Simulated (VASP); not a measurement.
Write the native input for VASP 6.6.1 that does the following.

| Quantity | Value |
| --- | --- |
| Task | single point |
| Functional | PBE |
| Potentials or basis | VASP PAW PBE potentials, release 64 (P) |
| Cutoff | 520 eV |
| k mesh | 10 × 7 × 3 |
| Occupations | gaussian, width 0.03 eV |
| Spin | no spin polarisation |
| Dipole correction | no |
| Further INCAR settings | ALGO = Normal; EDIFF = 1e-06; NBANDS = 30; ISYM = 0 |

The structure of P lies in POSCAR:

```
P
1.0
   -3.3104324909      0.0000000000      0.0000000000
    0.0000000000      0.0000000000     -4.5577726732
   -1.6552162454    -11.2854350009      2.2788863366
P
8
Direct
   -0.4220353930      0.5083151484      0.8440707859
    0.3279646070      0.2583151484      0.3440707859
   -0.1720353929      0.5857556374      0.3440707859
    0.0779646071      0.8357556374      0.8440707859
   -0.3279646070      1.2416848515      0.6559292141
    0.4220353930      0.9916848516      0.1559292141
   -0.0779646070      0.6642443626      0.1559292141
    0.1720353929      0.9142443626      0.6559292141
```

This cell differs from its parent crystal: the part above a cut slid along it.

The input as run:

INCAR

```
SYSTEM = P
  PREC = Accurate
  ENCUT = 520
  EDIFF = 1E-6
  ISMEAR = 0
  SIGMA = 0.03
  LREAL = .FALSE.
  LASPH = .TRUE.
  NELM = 80
  ALGO = Normal
  ISIF = 2
  LWAVE = .FALSE.
  LCHARG = .FALSE.
  GGA = PE
  ISYM = 0
  NBANDS = 30
```

KPOINTS

```
regular mesh
0
G
  10 7 3
  0 0 0
```

Potentials or basis: VASP PAW PBE potentials, release 64 (P).

Run with:

```sh
$ cat potpaw_PBE.64/P/POTCAR > POTCAR
$ mpirun -np 1 vasp_std > vasp.out
```

Results of the run:

```yaml
Pressure: -0.2 GPa
Largest_force: 0.079 eV/Å
Band_gap_on_the_k_mesh: zero (bands 20 and 21 overlap by 0.13 eV)
```

Caveat: the cell differs from its parent crystal (the part above a cut slid along it); this functional lacks dispersion, which binds layers or chains, so the pressure and a relaxed spacing across them are unreliable.

Run time: 15 min on 1 thread of Intel Xeon 8259CL, with other jobs on the host, peak memory 0.51 GiB.
